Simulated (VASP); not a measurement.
A run of VASP 6.6.1:

Contents of POSCAR:

```
Al2O3
1.0
    2.4043547065      1.3881548370      4.3744984015
   -2.4043547065      1.3881548370      4.3744984015
    0.0000000000     -2.7763096741      4.3744984015
Al O
4 6
Direct
    0.3521453522      0.3521453522      0.3521453522
    0.1478546478      0.1478546478      0.1478546478
    0.6478546478      0.6478546478      0.6478546478
    0.8521453522      0.8521453522      0.8521453522
    0.5561715154      0.9438284846      0.2500000000
    0.2500000000      0.5561715154      0.9438284846
    0.9438284846      0.2500000000      0.5561715154
    0.4438284846      0.0561715154      0.7500000000
    0.7500000000      0.4438284846      0.0561715154
    0.0561715154      0.7500000000      0.4438284846
```

Contents of INCAR.step1:

```
  PREC = Accurate
  ENCUT = 600
  ISMEAR = -1
  SIGMA = 0.02
  LREAL = F
  LASPH = T
  NELM = 60
  GGA = PE
  ALGO = Normal
  EDIFF = 1E-4
  LWAVE = T
  LCHARG = F
```

INCAR.step2

```
  PREC = Accurate
  ENCUT = 600
  EDIFF = 1E-6
  ISMEAR = -1
  SIGMA = 0.02
  LREAL = F
  LASPH = T
  NELM = 60
  ALGO = Normal
  ISIF = 3
  LWAVE = F
  LCHARG = F
  METAGGA = R2SCAN
  LMIXTAU = T
  IBRION = 2
  NSW = 80
  EDIFFG = -0.005
  ISTART = 1
```

File KPOINTS:

```
Automatic mesh
0
Gamma
  6 6 6
```

Potentials or basis: VASP PAW PBE potentials, release 64 (Al, O).

The run is started by

```sh
$ cat potpaw_PBE.64/Al/POTCAR potpaw_PBE.64/O/POTCAR > POTCAR
$ cp INCAR.step1 INCAR
$ mpirun -np 1 vasp_std > vasp.out
$ cp INCAR.step2 INCAR
$ mpirun -np 1 vasp_std > vasp.out
```

Hardware: 1 thread of AMD EPYC 9R45 96-Core Processor (Zen 5), with other jobs on the host.

Problem. How long does it take, and how much memory?

Solution. Run time: 25 min on 1 thread of AMD EPYC 9R45 96-Core Processor (Zen 5), on a shared host, peak memory 0.3 GiB. Counts: k points 32, ion steps 10.
